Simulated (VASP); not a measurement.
# Li6ZnCl8 in VASP: notebook

Runs on Li6ZnCl8. Level: PBE. Tasks: single point.

All numbers are computed with VASP 6.6.1; they aren't measurements. Logs are shortened: lines on timing, memory, paths and dates and some standing lists are left out, and cuts for length are marked.

### Step 1. The cell of the first run

The cell holds a disordered packing, 15 atoms: a = 6.791 Å, b = 6.935 Å, c = 6.909 Å, α = 88.88°, β = 84.89°, γ = 90.74°.

### Step 2. Single point, PBE

Contents of INCAR:

```
  PREC = Accurate
  ENCUT = 520
  EDIFF = 1E-6
  ISMEAR = -1
  SIGMA = 0.05
  LREAL = Auto
  LASPH = T
  NELM = 80
  ALGO = Normal
  ISIF = 2
  LWAVE = F
  LCHARG = T
  GGA = PE
  LELF = T
  LVHAR = T
  NBANDS = 56
  ISYM = 0
```

Contents of KPOINTS:

```
Automatic mesh
0
Gamma
  1 1 1
```

Contents of POSCAR:

```
Li6ZnCl8
1.0
    6.7842910000     -0.0457590000      0.3057740000
   -0.0457590000      6.9340140000      0.0689130000
    0.3057740000      0.0689130000      6.9022230000
Zn Cl Li
1 8 6
Direct
   -0.0153359534      0.6010342282      0.9749465156
    0.0833632645      0.1068611655      0.4771930083
    0.7762525548      0.4212574827      0.7875329491
    1.0239625498      0.9094763090      0.8975381025
    0.2685505140      0.6026946273      0.4808906841
    0.5712347602      0.9418694662      0.6882310542
    0.6113687747      0.1271543246      0.2102035443
    0.7820401310      0.6065761152      0.2873347444
    0.2743798875      0.4133277271     -0.0138420462
    0.8122581979      0.9365208203      0.3742348085
    0.2962359635      0.1450711353      0.7571746751
   -0.0192211147      0.4412272646      0.5069062565
    0.7617355743      0.1104483829      0.8930916514
    0.4805147994      0.4428485663      0.2226679788
    0.3571695224      0.9385613822      0.4041175960
```

Potentials or basis: VASP PAW PBE potentials, release 64 (Zn, Cl, Li_sv).

The run is started by

```sh
$ cat potpaw_PBE.64/Zn/POTCAR potpaw_PBE.64/Cl/POTCAR potpaw_PBE.64/Li_sv/POTCAR > POTCAR
$ mpirun -np 1 vasp_gam > vasp.out
```

OUTCAR:

```text
PREC = Accurate
   ENCUT = 520
   EDIFF = 1E-6
   ISMEAR = -1
   LREAL = Auto
   LASPH = T
   NELM = 80
   ISIF = 2
   GGA = PE
   ISYM = 0

 ion  position               nearest neighbor table
   1  0.985  0.601  0.975-   4 2.20   3 2.36   9 2.38   8 2.46
   2  0.083  0.107  0.477-  15 2.23  10 2.35  12 2.44  11 2.53
   3  0.776  0.421  0.788-  13 2.26  12 2.28   1 2.36
   4  0.024  0.909  0.898-   1 2.20  13 2.28  11 2.56
   5  0.269  0.603  0.481-  12 2.23  15 2.43  14 2.48
   6  0.571  0.942  0.688-  13 2.32  11 2.37  15 2.55  10 2.60
   7  0.611  0.127  0.210-  10 2.27  13 2.34  14 2.37  15 2.44
   8  0.782  0.607  0.287-  10 2.39  12 2.40  14 2.41   1 2.46
   9  0.274  0.413  0.986-  14 2.26   1 2.38  11 2.46
  10  0.812  0.937  0.374-   7 2.27   2 2.35   8 2.39   6 2.60
  11  0.296  0.145  0.757-   6 2.37   9 2.46   2 2.53   4 2.56
  12  0.981  0.441  0.507-   5 2.23   3 2.28   8 2.40   2 2.44
  13  0.762  0.110  0.893-   3 2.26   4 2.28   6 2.32   7 2.34
  14  0.481  0.443  0.223-   9 2.26   7 2.37   8 2.41   5 2.48
  15  0.357  0.939  0.404-   2 2.23   5 2.43   7 2.44   6 2.55

IMPORTANT INFORMATION: All symmetrisations will be switched off!
NOSYMM: (Re-)initialisation of all symmetry stuff for point group C_1.

----------------------------------------------------------------------------------------

                                     Primitive cell

  volume of cell :     324.0000

  direct lattice vectors                    reciprocal lattice vectors
     6.784291000 -0.045759000  0.305774000     0.147701732  0.001039848 -0.006553687
    -0.045759000  6.934014000  0.068913000     0.001039848  0.144238243 -0.001486166
     0.305774000  0.068913000  6.902223000    -0.006553687 -0.001486166  0.145186031

  length of vectors
     6.791332417  6.934507411  6.909336371     0.147850714  0.144249648  0.145341471

  position of ions in fractional coordinates (direct lattice)
     0.984664047  0.601034228  0.974946516
     0.083363265  0.106861165  0.477193008
     0.776252555  0.421257483  0.787532949
     0.023962550  0.909476309  0.897538103
     0.268550514  0.602694627  0.480890684
     0.571234760  0.941869466  0.688231054
     0.611368775  0.127154325  0.210203544
     0.782040131  0.606576115  0.287334744
     0.274379887  0.413327727  0.986157954
     0.812258198  0.936520820  0.374234808
     0.296235964  0.145071135  0.757174675
[... 84 lines left out ...]
   EFERMI =   0.00;   METHOD = LEGACY
   ISMEAR =    -1;   SIGMA  =   0.05  broadening in eV -4-tet -1-fermi 0-gaus
   EFERMI_NEDOS =   21; number of points for ismear=-14 and -15
   IALGO  =     38    algorithm
   IMIX   =      4    mixing-type and parameters
     AMIX     =   0.40;   BMIX     =  1.00
     AMIX_MAG =   1.60;   BMIX_MAG =  1.00
  volume/ion in A,a.u.               =      21.60       145.76
  Fermi-wavevector in a.u.,A,eV,Ry     =   1.052106  1.988191 15.060644  1.106926
  Thomas-Fermi vector in A             =   2.187175
   LORBIT       =      0    0 simple, 1 ext, 2 COOP (PROOUT), +10 PAW based schemes
   GGA     = PE    functional components
   LHFCALC =     F    Hartree Fock is set to
   AEXX    =    0.0000 exact exchange contribution
   IVDW    =     0    specifies the selected vdW correction
   LEPSILON=     F    determine dielectric tensor
   LRPA    =     F    only Hartree local field effects (RPA)
 non-spin polarized calculation
  energy-cutoff  :      520.00
  volume of cell :      324.00
 maximum number of plane-waves:      4352
 NGX is ok and might be reduce to    50
   NGX = 25   NGY = 25   NGZ = 25

 number of electron      85.9999989 magnetization

 Free energy of the ion-electron system (eV)
  ---------------------------------------------------
  ext. energy  EPLUGINS =         0.00000000
  ---------------------------------------------------
  free energy    TOTEN  =       -51.04509978 eV

  energy without entropy =      -51.04509978  energy(sigma->0) =      -51.04509978

 E-fermi :   0.6675     XC(G=0):  -7.7833

 val. band max:       -0.5725952256   @ k =   0.0000   0.0000   0.0000
 cond. band min:       3.6258447590   @ k =   0.0000   0.0000   0.0000
 fundamental gap:      4.1984399846
 Fermi energy:         0.6675454247

 k-point     1 :       0.0000    0.0000    0.0000
  band No.  band energies     occupation
      1     -44.7737      2.00000
      2     -44.3367      2.00000
      3     -44.2521      2.00000
      4     -44.2468      2.00000
      5     -43.9903      2.00000
      6     -43.9525      2.00000
[... 47 lines left out ...]
     54       8.0481      0.00000
     55       8.2339      0.00000
 [bands above 55 left out]

------------------------ aborting loop because EDIFF is reached ----------------------------------------

  FORCE on cell =-STRESS in cart. coord.  units (eV):
  Direction    XX          YY          ZZ          XY          YZ          ZX
  --------------------------------------------------------------------------------------
  -------------------------------------------------------------------------------------
  Total        1.4951688      2.2507549      3.3327354      0.4646759     -1.5267008      0.6294301
  in kB        7.3935971     11.1299643     16.4803487      2.2978183     -7.5495228      3.1125265
  external PRESSURE =      11.6679701 kB  Pullay stress =       0.0000000 kB

 VOLUME and BASIS-vectors are now :
 -----------------------------------------------------------------------------
  energy-cutoff  :      520.00
  volume of cell :      324.00
      direct lattice vectors                 reciprocal lattice vectors
     6.784291000 -0.045759000  0.305774000     0.147701732  0.001039848 -0.006553687
    -0.045759000  6.934014000  0.068913000     0.001039848  0.144238243 -0.001486166
     0.305774000  0.068913000  6.902223000    -0.006553687 -0.001486166  0.145186031

 POSITION                                       TOTAL-FORCE (eV/Angst)
 -----------------------------------------------------------------------------------
      6.95086      4.18971      7.07180         0.015483     -0.724000      0.226633
      0.70658      0.77005      3.32655        -0.103859      0.562266     -0.225033
      5.48785      2.93976      5.70212         0.366680      0.393106      0.164474
      0.39540      6.36708      6.26501         0.365819     -0.074986      0.523206
      1.94139      4.19994      3.44286         0.440821      0.205690     -0.182312
      4.04277      6.55223      4.98990        -0.382737      0.130452     -0.280843
      4.20616      0.86820      1.64657        -0.307519      0.013161     -0.130164
      5.36569      4.19002      2.26418         0.421281      0.194230     -0.628664
      2.14410      2.92142      6.91906        -0.772144      0.061567     -0.172480
      5.58217      6.48247      2.89596         0.019079     -0.003995      0.395334
      2.23464      1.04455      5.32677        -0.038037     -0.094244      0.079192
      6.78870      3.04953      3.82908         0.031115     -0.152380     -0.262240
      5.43587      0.79254      6.40485        -0.244049     -0.201747     -0.004878
      3.30777      3.06408      1.71435        -0.073798      0.104941      0.426267
      2.50376      6.51950      2.96320         0.261866     -0.414061      0.071508
 -----------------------------------------------------------------------------------
    total drift:                                0.001374     -0.001545      0.004889

  FREE ENERGIE OF THE ION-ELECTRON SYSTEM (eV)
  ---------------------------------------------------
  free  energy   TOTEN  =       -51.0450997832 eV

  energy  without entropy=      -51.0450997832  energy(sigma->0) =      -51.04509978
```

OSZICAR:

```text
N       E                     dE             d eps       ncg     rms          rms(c)
DAV:   1     0.102543830957E+04    0.10254E+04   -0.41034E+04   112   0.162E+03
DAV:   2     0.955825841599E+02   -0.92986E+03   -0.88078E+03   144   0.402E+02
DAV:   3    -0.362969495940E+02   -0.13188E+03   -0.13090E+03   128   0.149E+02
DAV:   4    -0.507618535341E+02   -0.14465E+02   -0.14404E+02   168   0.450E+01
DAV:   5    -0.531081712156E+02   -0.23463E+01   -0.23421E+01   200   0.165E+01    0.872E+00
DAV:   6    -0.511026872943E+02    0.20055E+01   -0.52800E+00   184   0.550E+01    0.619E+00
DAV:   7    -0.510341052544E+02    0.68582E-01   -0.53331E+00   160   0.931E+00    0.511E+00
DAV:   8    -0.510306727989E+02    0.34325E-02   -0.39126E-01   136   0.267E+00    0.304E+00
DAV:   9    -0.510346607308E+02   -0.39879E-02   -0.73455E-02   160   0.208E+00    0.955E-01
DAV:  10    -0.510423724479E+02   -0.77117E-02   -0.36941E-02   160   0.874E-01    0.469E-01
DAV:  11    -0.510441053629E+02   -0.17329E-02   -0.12832E-02   144   0.409E-01    0.247E-01
DAV:  12    -0.510448047349E+02   -0.69937E-03   -0.21388E-03   144   0.175E-01    0.820E-02
DAV:  13    -0.510451101405E+02   -0.30541E-03   -0.55264E-04   144   0.104E-01    0.805E-02
DAV:  14    -0.510450916097E+02    0.18531E-04   -0.18032E-04   168   0.600E-02    0.330E-02
DAV:  15    -0.510450943793E+02   -0.27696E-05   -0.32960E-05   144   0.223E-02    0.119E-02
DAV:  16    -0.510450993161E+02   -0.49368E-05   -0.59522E-06   120   0.132E-02    0.484E-03
DAV:  17    -0.510450997832E+02   -0.46706E-06   -0.11870E-06    96   0.657E-03
   1 F= -.51045100E+02 E0= -.51045100E+02  d E =-.458036E-10
```

stdout:

```text
POSCAR found type information on POSCAR ZnClLi
 POSCAR found :  3 types and      15 ions
 scaLAPACK will be used
 LDA part: xc-table for (Slater+PW92), standard interpolation
 POSCAR, INCAR and KPOINTS ok, starting setup
 FFT: planning ... GRIDC
 FFT: planning ... GRID_SOFT
 FFT: planning ... GRID
 WAVECAR not read
 entering main loop
```

Wall time 43 s (1 thread of AMD EPYC 7R43 (Zen 3), shared host); peak memory 0.32 GiB.

Results:

```yaml
Free_energy: -51.0451 eV
Largest_force: 0.794 eV/Å
```

Forces on the atoms (eV/Å):
```
Zn   0.015 -0.724  0.227
Cl  -0.104  0.562 -0.225
Cl   0.367  0.393  0.164
Cl   0.366 -0.075  0.523
Cl   0.441  0.206 -0.182
Cl  -0.383  0.130 -0.281
Cl  -0.308  0.013 -0.130
Cl   0.421  0.194 -0.629
Cl  -0.772  0.062 -0.172
Li   0.019 -0.004  0.395
Li  -0.038 -0.094  0.079
Li   0.031 -0.152 -0.262
Li  -0.244 -0.202 -0.005
Li  -0.074  0.105  0.426
Li   0.262 -0.414  0.072
```

Levels at points of the mesh, in eV from the Fermi level:
```csv
k point,band 40,band 41,band 42,band 43,band 44,band 45,band 46,band 47
"(0.00, 0.00, 0.00)",-1.68,-1.55,-1.40,-1.24,2.96,5.02,5.71,5.88
```

Caveat: the k points lie up to 0.93 Å⁻¹ apart; the cutoff is under 1.25 times the usual one of these potentials, so pressure, stress and relaxed cells hold a basis-set (Pulay) error; the atoms stand as in a frame of molecular dynamics.

### Step 3. Single point, PBE

Contents of INCAR:

```
  ALGO = Normal
  EDIFF = 1E-7
  ENCUT = 520
  GGA = PE
  ISIF = 2
  ISMEAR = -1
  ISYM = 0
  LASPH = True
  LCHARG = False
  LREAL = Auto
  LWAVE = False
  NBANDS = 56
  NELM = 60
  PREC = Accurate
  SIGMA = 0.05
```

Contents of KPOINTS:

```
k-points
0
Gamma
  1 1 1
```

Contents of POSCAR:

```
Li6ZnCl8
1.0
    6.7842910000     -0.0457590000      0.3057740000
   -0.0457590000      6.9340140000      0.0689130000
    0.3057740000      0.0689130000      6.9022230000
Zn Cl Li
1 8 6
Direct
   -0.0287434866      0.6057855673      0.9648705222
    0.0715733618      0.1093692076      0.4860259900
    0.7917424960      0.4262596978      0.7614765410
    1.0586381968      0.9188649736      0.9430388184
    0.2908692898      0.6053171402      0.4851387029
    0.5819205304      0.9279163163      0.7121642309
    0.5905758834      0.1248557736      0.2302537985
    0.7952598943      0.6366760525      0.2763286472
    0.2384028416      0.4139665496      0.0112058003
    0.7834405047      0.9253316336      0.4200942050
    0.3299299828      0.1814252024      0.7956753113
   -0.0039377799      0.4419144652      0.4728675702
    0.7676332377      0.0895002287      0.9266653635
    0.4896915634      0.4522658172      0.2386964399
    0.3783653895      0.9530403712      0.4333339897
```

Potentials or basis: VASP PAW PBE potentials, release 64 (Zn, Cl, Li_sv).

The run is started by

```sh
$ cat potpaw_PBE.64/Zn/POTCAR potpaw_PBE.64/Cl/POTCAR potpaw_PBE.64/Li_sv/POTCAR > POTCAR
$ mpirun -np 1 vasp_gam > vasp.out
```

Run time: 34 s. Hardware: 1 thread of AMD EPYC 7R43 (Zen 3), shared host; peak memory 0.32 GiB.

Results (log left out):

- Free energy: -51.0750 eV
- Largest force: 0.851 eV/Å

Forces on the atoms (eV/Å):
```
Zn   0.063 -0.051 -0.118
Cl   0.204  0.171 -0.102
Cl  -0.010  0.090  0.625
Cl   0.006 -0.063  0.047
Cl   0.222  0.106 -0.068
Cl  -0.467  0.307 -0.034
Cl   0.140  0.322 -0.333
Cl  -0.101 -0.507 -0.407
Cl   0.214 -0.027  0.164
Li   0.453  0.470  0.266
Li  -0.190 -0.385 -0.186
Li   0.218 -0.138 -0.070
Li   0.133  0.068 -0.209
Li  -0.235  0.134  0.190
Li  -0.650 -0.497  0.234
```

Levels at points of the mesh, in eV from the Fermi level:
```
           k point  band 39  band 40  band 41  band 42  band 43  band 44  band 45  band 46  band 47  band 48
(0.00, 0.00, 0.00)    -1.93    -1.82    -1.54    -1.37    -1.26     3.01     4.99     5.47     5.75     5.98
```

Caveat: the k points lie up to 0.93 Å⁻¹ apart; the cutoff is under 1.25 times the usual one of these potentials, so pressure, stress and relaxed cells hold a basis-set (Pulay) error; the atoms stand as in a frame of molecular dynamics.
